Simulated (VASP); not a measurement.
NiGe3: single point with PBE

Crystal: NiGe3.

```
CELL_PARAMETERS angstrom
4.03517 0.00000 0.00000
0.00000 4.03517 0.00000
0.00000 0.00000 4.03517
ATOMIC_POSITIONS crystal
Ge 0.00000 0.50000 0.50000
Ge 0.50000 0.00000 0.50000
Ge 0.50000 0.50000 0.00000
Ni 0.00000 0.00000 0.00000
```

```yaml
Program: VASP 6.6.1
Task: single point
Functional: PBE
Potentials_or_basis: VASP PAW PBE potentials, release 64 (Ge_d, Ni)
Cutoff: 520 eV
k_mesh: 10 × 10 × 10
Occupations: gaussian, width 0.1 eV
Spin: no spin polarisation
Dipole_correction: no
Further_INCAR_settings: ALGO = Normal; EDIFF = 1e-06; NBANDS = 34
```

The pressure is 0.0 GPa and the band gap on the k mesh is zero (band 26 reaches 7.96 eV, above the bottom of band 27 at 6.78 eV).

Levels at points of the mesh, in eV from the Fermi level:
```tsv
k point	band 22	band 23	band 24	band 25	band 26	band 27	band 28	band 29	band 30	band 31
(0.00, 0.00, 0.00)	-1.38	-1.38	-1.38	-0.77	-0.77	0.30	3.41	3.41	3.41	5.63
(0.50, 0.00, 0.00)	-1.35	-1.30	-0.47	-0.47	-0.06	-0.06	0.33	0.71	2.07	6.07
(0.50, 0.50, 0.00)	-1.26	-1.20	-1.19	0.06	0.09	1.14	1.14	1.98	1.98	4.48
(0.50, 0.50, 0.50)	-4.78	-1.14	-1.14	-1.03	-0.79	-0.79	-0.79	8.08	8.08	8.44
```

It took 56 s on 1 thread of Intel(R) Xeon(R) 6975P-C (Granite Rapids) (shared host), peak memory 0.23 GiB.

Spin polarisation is off, so any magnetic state and its effect on volume and gap are missing.
